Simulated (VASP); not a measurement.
# Ir3Ru2 in VASP: single point with PBE

Aim: the single point of Ir3Ru2 with PBE.

All numbers are computed with VASP 6.6.1; they aren't measurements. Logs are shortened: lines on timing, memory, paths and dates and some standing lists are left out, and cuts for length are marked.

## 1. The cell of the first run

The typed cell holds 10 atoms: a = 2.740 Å, b = 2.740 Å, c = 21.893 Å, α = 90.00°, β = 90.00°, γ = 120.00°.

## 2. Single point, PBE

INCAR reads:

```
SYSTEM = Ir3Ru2
ALGO = Normal
EDIFF = 1E-6
ENCUT = 500
GGA = PE
GGA_COMPAT = .False.
ISIF = 2
ISMEAR = 0
LASPH = .True.
LCHARG = .True.
LELF = .True.
LREAL = .False.
LVHAR = .True.
LWAVE = .False.
NBANDS = 66
NELM = 120
PREC = Accurate
SIGMA = 0.2
```

KPOINTS reads:

```
k-points
0
Gamma
  12 12 1
  0 0 0
```

POSCAR reads:

```
Ir3Ru2
1.0
    2.7399429968      0.0000311277      0.0000197005
   -1.3699443047      2.3728587571     -0.0000083517
   -0.0000099410     -0.0000365441     21.8931451326
Ru Ir
4 6
Direct
    0.6666377821      0.3333154130      0.0997312637
    0.6665962816      0.3332954294      0.2985323959
    0.6667198674      0.3333605222      0.7014677140
    0.6667127577      0.3333601428      0.9002685319
    0.3333510718      0.6666742355      0.9999999008
    0.3332862866      0.6666402319      0.1990808798
    0.3332810693      0.6666389087      0.3969959636
    0.3333743600      0.6666883033      0.6030036737
    0.3333983660      0.6667036448      0.8009193917
    0.6666421575      0.3333231686      0.5000002848
```

Potentials or basis: VASP PAW PBE potentials, release 64 (Ru_pv, Ir).

Run with:

```
> cat potpaw_PBE.64/Ru_pv/POTCAR potpaw_PBE.64/Ir/POTCAR > POTCAR
> mpirun -np 1 vasp_std > vasp.out
```

OUTCAR:

```text
SYSTEM = Ir3Ru2
   EDIFF = 1E-6
   ENCUT = 500
   GGA = PE
   ISIF = 2
   ISMEAR = 0
   LASPH = .True.
   LREAL = .False.
   NELM = 120
   PREC = Accurate

 ion  position               nearest neighbor table
   1  0.667  0.333  0.100-   6 2.69   6 2.69   6 2.69   5 2.70   5 2.70   5 2.70
   2  0.667  0.333  0.299-   7 2.67   7 2.67   7 2.67   6 2.69   6 2.69   6 2.69
   3  0.667  0.333  0.701-   8 2.67   8 2.67   8 2.67   9 2.69   9 2.69   9 2.69
   4  0.667  0.333  0.900-   9 2.69   9 2.69   9 2.69   5 2.70   5 2.70   5 2.70
   5  0.333  0.667  1.000-   1 2.70   1 2.70   4 2.70   4 2.70   4 2.70   1 2.70
   6  0.333  0.667  0.199-   1 2.69   1 2.69   1 2.69   2 2.69   2 2.69   2 2.69
   7  0.333  0.667  0.397-   2 2.67   2 2.67   2 2.67  10 2.75  10 2.75  10 2.75
   8  0.333  0.667  0.603-   3 2.67   3 2.67   3 2.67  10 2.75  10 2.75  10 2.75
   9  0.333  0.667  0.801-   4 2.69   4 2.69   4 2.69   3 2.69   3 2.69   3 2.69
  10  0.667  0.333  0.500-   8 2.75   8 2.75   7 2.75   7 2.75   7 2.75   8 2.75

  LATTYP: Found a base centered orthorhombic cell.
 ALAT       =     2.7399281157
 B/A-ratio  =     1.7320799002
 C/A-ratio  =     7.9904085831

  Lattice vectors:

 A1 = (   1.3699986921,   2.3728898848,   0.0000113488)
 A2 = (  -2.7399429968,  -0.0000311277,  -0.0000197005)
 A3 = (  -0.0000099410,  -0.0000365441,  21.8931451326)

Analysis of symmetry for initial positions (statically):
=====================================================================
 Subroutine PRICEL returns:
 Original cell was already a primitive cell.

 Routine SETGRP: Setting up the symmetry group for a
 base centered orthorhombic supercell.

 Subroutine GETGRP returns: Found  1 space group operations
 (whereof  1 operations were pure point group operations)
 out of a pool of  8 trial point group operations.

The static configuration has the point symmetry C_1 .

Analysis of symmetry for dynamics (positions and initial velocities):
=====================================================================
 Subroutine PRICEL returns:
 Original cell was already a primitive cell.

 Routine SETGRP: Setting up the symmetry group for a
 base centered orthorhombic supercell.

 Subroutine GETGRP returns: Found  1 space group operations
 (whereof  1 operations were pure point group operations)
 out of a pool of  8 trial point group operations.

The dynamic configuration has the point symmetry C_1 .

 Subroutine INISYM returns: Found  1 space group operations
 (whereof  1 operations are pure point group operations),
 and found     1 'primitive' translations

----------------------------------------------------------------------------------------

                                     Primitive cell

  volume of cell :     142.3392

  direct lattice vectors                    reciprocal lattice vectors
     2.739942997  0.000031128  0.000019700     0.364968703  0.210710728  0.000000517
    -1.369944305  2.372858757 -0.000008352    -0.000004788  0.421429821  0.000000703
    -0.000009941 -0.000036544 21.893145133    -0.000000328 -0.000000029  0.045676398

  length of vectors
     2.739942997  2.739928116 21.893145133     0.421427532  0.421429821  0.045676398

  position of ions in fractional coordinates (direct lattice)
     0.666637782  0.333315413  0.099731264
     0.666596282  0.333295429  0.298532396
     0.666719867  0.333360522  0.701467714
     0.666712758  0.333360143  0.900268532
     0.333351072  0.666674235  0.999999901
     0.333286287  0.666640232  0.199080880
     0.333281069  0.666638909  0.396995964
     0.333374360  0.666688303  0.603003674
     0.333398366  0.666703645  0.800919392
     0.666642158  0.333323169  0.500000285

  ion indices of the primitive-cell ions
   primitive index   ion index
                 1           1
                 2           2
                 3           3
                 4           4
                 5           5
                 6           6
[... 28 lines left out ...]
|           W    W    AA    RRRRR   N    N  II  N    N   GGGG   !!!           |
|           W    W   A  A   R    R  NN   N  II  NN   N  G    G  !!!           |
|           W    W  A    A  R    R  N N  N  II  N N  N  G       !!!           |
|           W WW W  AAAAAA  RRRRR   N  N N  II  N  N N  G  GGG   !            |
|           WW  WW  A    A  R   R   N   NN  II  N   NN  G    G                |
|           W    W  A    A  R    R  N    N  II  N    N   GGGG   !!!           |
|                                                                             |
|     Your reciprocal lattice and k-lattice belong to different lattice       |
|     classes:                                                                |
|                                                                             |
|        The reciprocal lattice is simple monoclinic,                         |
|        whereas your k-lattice is base centered orthorhombic.                |
|                                                                             |
|     Results are often still useful ...                                      |
|                                                                             |
 -----------------------------------------------------------------------------

 Subroutine IBZKPT returns following result:
 ===========================================

 Found     74 irreducible k-points:

 Following reciprocal coordinates:
            Coordinates               Weight
  0.000000  0.000000  0.000000      1.000000
  0.083333  0.000000 -0.000000      2.000000
  0.166667 -0.000000 -0.000000      2.000000
  0.250000 -0.000000 -0.000000      2.000000
  0.333333 -0.000000 -0.000000      2.000000
  0.416667 -0.000000  0.000000      2.000000
[... 16 lines left out ...]
  0.250000  0.166667  0.000000      2.000000
  0.333333  0.166667  0.000000      2.000000
 [... further k-points ...]
   k-points           NKPTS =     74   k-points in BZ     NKDIM =     74   number of bands    NBANDS=     66
   number of dos      NEDOS =    301   number of ions     NIONS =     10
   total plane-waves  NPLWV =  64000
   dimension x,y,z NGX =    20 NGY =   20 NGZ =  160
   dimension x,y,z NGXF=    40 NGYF=   40 NGZF=  320
   ions per type =               4   6
   NGX,Y,Z   is equivalent  to a cutoff of  12.13, 12.14, 12.15 a.u.
   NGXF,Y,Z  is equivalent  to a cutoff of  24.27, 24.27, 24.30 a.u.
 SYSTEM =  Ir3Ru2
   PREC   = accura    normal or accurate (medium, high low for compatibility)
   ISTART =      0    job   : 0-new  1-cont  2-samecut
   ICHARG =      2    charge: 1-file 2-atom 10-const
   ISPIN  =      1    spin polarized calculation?
   LNONCOLLINEAR =      F non collinear calculations
   LSORBIT =      F    spin-orbit coupling
   LASPH  =      T    aspherical Exc in radial PAW
   ENCUT  =  500.0 eV  36.75 Ry    6.06 a.u.   5.00  5.00 39.92*2*pi/ulx,y,z
   NELM   =    120;   NELMIN=  2; NELMDL= -5     # of ELM steps
   EDIFF  = 0.1E-05   stopping-criterion for ELM
   LREAL  =      F    real-space projection
   EDIFFG = 0.1E-04   stopping-criterion for IOM
   NSW    =      0    number of steps for IOM
[... 5 lines left out ...]
   TEBEG  =    0.0;   TEEND  =   0.0 temperature during run
   PSTRESS=    0.0 pullay stress
   NELECT =     110.0000    total number of electrons
   NUPDOWN=      -1.0000    fix difference up-down
   EMIN   =  10.00;   EMAX   =-10.00  energy-range for DOS
   EFERMI =   0.00;   METHOD = LEGACY
   ISMEAR =     0;   SIGMA  =   0.20  broadening in eV -4-tet -1-fermi 0-gaus
   EFERMI_NEDOS =   21; number of points for ismear=-14 and -15
   IALGO  =     38    algorithm
   IMIX   =      4    mixing-type and parameters
     AMIX     =   0.40;   BMIX     =  1.00
     AMIX_MAG =   1.60;   BMIX_MAG =  1.00
  volume/ion in A,a.u.               =      14.23        96.06
  Fermi-wavevector in a.u.,A,eV,Ry     =   1.502326  2.838985 30.708133  2.256984
  Thomas-Fermi vector in A             =   2.613581
   LORBIT       =      0    0 simple, 1 ext, 2 COOP (PROOUT), +10 PAW based schemes
   GGA     = PE    functional components
   LHFCALC =     F    Hartree Fock is set to
   AEXX    =    0.0000 exact exchange contribution
   IVDW    =     0    specifies the selected vdW correction
   LEPSILON=     F    determine dielectric tensor
   LRPA    =     F    only Hartree local field effects (RPA)
 non-spin polarized calculation
 Gauss-broadening in eV      SIGMA  =   0.20
  energy-cutoff  :      500.00
  volume of cell :      142.34
 maximum number of plane-waves:      3663
   NGX =  9   NGY =  9   NGZ = 79

 number of electron     110.0000005 magnetization

 Free energy of the ion-electron system (eV)
  ---------------------------------------------------
  ext. energy  EPLUGINS =         0.00000000
  ---------------------------------------------------
  free energy    TOTEN  =       -90.21041404 eV

  energy without entropy =      -89.99213529  energy(sigma->0) =      -90.10127467

 E-fermi :  11.1238     XC(G=0): -13.9050

 val. band max:       11.1072387733   @ k =  -0.2500   0.2500  -0.0000
 cond. band min:      11.1357224210   @ k =   0.2500   0.2500  -0.0000
 fundamental gap:      0.0284836477
 Fermi energy:        11.1237519627

 k-point     1 :       0.0000    0.0000    0.0000
  band No.  band energies     occupation
      1     -32.2702      2.00000
      2     -32.2702      2.00000
      3     -32.2028      2.00000
      4     -32.1940      2.00000
      5     -31.7796      2.00000
      6     -31.7796      2.00000
[... 1645 lines left out ...]
     65      14.0501      0.00000
     66      14.3290      0.00000

 [... further k-points ...]

------------------------ aborting loop because EDIFF is reached ----------------------------------------

  FORCE on cell =-STRESS in cart. coord.  units (eV):
  Direction    XX          YY          ZZ          XY          YZ          ZX
  --------------------------------------------------------------------------------------
  -------------------------------------------------------------------------------------
  Total        0.2004018      0.1982272      0.2292698     -0.0042907      0.0003334     -0.0002434
  in kB        2.2557337      2.2312560      2.5806729     -0.0482960      0.0037525     -0.0027398
  external PRESSURE =       2.3558875 kB  Pullay stress =       0.0000000 kB

 VOLUME and BASIS-vectors are now :
 -----------------------------------------------------------------------------
  energy-cutoff  :      500.00
  volume of cell :      142.34
      direct lattice vectors                 reciprocal lattice vectors
     2.739942997  0.000031128  0.000019700     0.364968703  0.210710728  0.000000517
    -1.369944305  2.372858757 -0.000008352    -0.000004788  0.421429821  0.000000703
    -0.000009941 -0.000036544 21.893145133    -0.000000328 -0.000000029  0.045676398

 POSITION                                       TOTAL-FORCE (eV/Angst)
 -----------------------------------------------------------------------------------
      1.36992      0.79093      2.18344         0.000176      0.000112      0.000185
      1.36984      0.79087      6.53582         0.000295      0.000130      0.004260
      1.37008      0.79101     15.35734         0.000027      0.000051     -0.004311
      1.37006      0.79100     19.70972         0.000003     -0.000059     -0.000103
      0.00005      1.58190     21.89314        -0.000144     -0.000034     -0.000029
     -0.00008      1.58185      4.35851        -0.000070     -0.000039     -0.000864
     -0.00009      1.58184      8.69149        -0.000045      0.000052     -0.017428
      0.00009      1.58195     13.20165        -0.000219     -0.000139      0.017657
      0.00014      1.58197     17.53465        -0.000185     -0.000127      0.000745
      1.36992      0.79093     10.94659         0.000161      0.000053     -0.000111
 -----------------------------------------------------------------------------------
    total drift:                                0.000002     -0.000005     -0.000063

  FREE ENERGIE OF THE ION-ELECTRON SYSTEM (eV)
  ---------------------------------------------------
  free  energy   TOTEN  =       -90.2104140356 eV

  energy  without entropy=      -89.9921352945  energy(sigma->0) =      -90.10127467
```

Wall time 27 min (1 thread of Intel Xeon Platinum 8259CL at 2.50GHz (Skylake/Cascade Lake), shared host); peak memory 0.59 GiB.

Results:

```yaml
Free_energy: -90.2104 eV
Pressure: 0.2 GPa
Largest_force: 0.018 eV/Å
Band_gap_on_the_k_mesh: zero (bands 55 and 56 overlap by 2.43 eV)
```

Forces on the atoms (eV/Å):
```
Ru   0.000  0.000  0.000
Ru   0.000  0.000  0.004
Ru   0.000  0.000 -0.004
Ru   0.000  0.000  0.000
Ir   0.000  0.000  0.000
Ir   0.000  0.000 -0.001
Ir   0.000  0.000 -0.017
Ir   0.000  0.000  0.018
Ir   0.000  0.000  0.001
Ir   0.000  0.000  0.000
```

Caveat: the highest band is partly filled, so the run has too few bands; spin-orbit coupling is left out, which moves the levels of the heavy elements.

The gap in the log of VASP goes by the Fermi energy; the results here count the filled bands.